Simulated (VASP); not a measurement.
**Zr: relaxation of shape and atoms at fixed volume with r2SCAN**

Zr:

```xyz
2
Lattice="3.1777 0.0000 0.0000 -1.5889 2.7520 0.0000 0.0000 0.0000 5.0520" Properties=species:S:1:pos:R:3 pbc="T T T"
Zr    0.0000    1.8347    1.2630
Zr    1.5889    0.9173    3.7890
```

```json
{
  "Program": "VASP 6.6.1",
  "Task": "relaxation of shape and atoms at fixed volume",
  "Functional": "r2SCAN",
  "Potentials or basis": "VASP PAW PBE potentials, release 64 (Zr_sv)",
  "Cutoff": "550 eV",
  "k mesh": "15 × 15 × 8",
  "Occupations": "gaussian, width 0.1 eV",
  "Spin": "no spin polarisation",
  "Dipole correction": "no",
  "Further INCAR settings": "ALGO = Normal; EDIFF = 1e-07; IBRION = 2; EDIFFG = -0.01; NSW = 50; ISIF = 4"
}
```

| Item | Value |
| --- | --- |
| Energy gained by relaxing | 0.0 meV/atom |
| Ionic steps | 2 |
| Pressure after relaxing | 6.5 GPa |
| Band gap on the k mesh | zero (bands 12 and 13 overlap by 1.32 eV) |

Final structure:
```yaml
crystal:
  lattice:
    - [3.17607, 0.00000, 0.00000]
    - [-1.58804, 2.75056, 0.00000]
    - [0.00000, 0.00000, 5.05736]
  atoms:
    - { symbol: Zr, position: [0.33333, 0.66667, 0.25000] }
    - { symbol: Zr, position: [0.66667, 0.33333, 0.75000] }
```

Levels at points of the mesh, in eV from the Fermi level:
```csv
k point,band 10,band 11,band 12,band 13,band 14,band 15
"(0.00, 0.00, 0.00)",-3.38,0.95,0.95,1.13,1.24,1.76
"(0.00, 0.00, 0.50)",-4.25,-0.01,-0.01,0.87,0.87,0.87
```

Run time: 8.6 min on 1 thread of Intel(R) Xeon(R) 6975P-C (Granite Rapids), on a shared host, peak memory 0.23 GiB.

Caveat: the PAW data sets were made with another functional, which shifts forces and pressure a little.
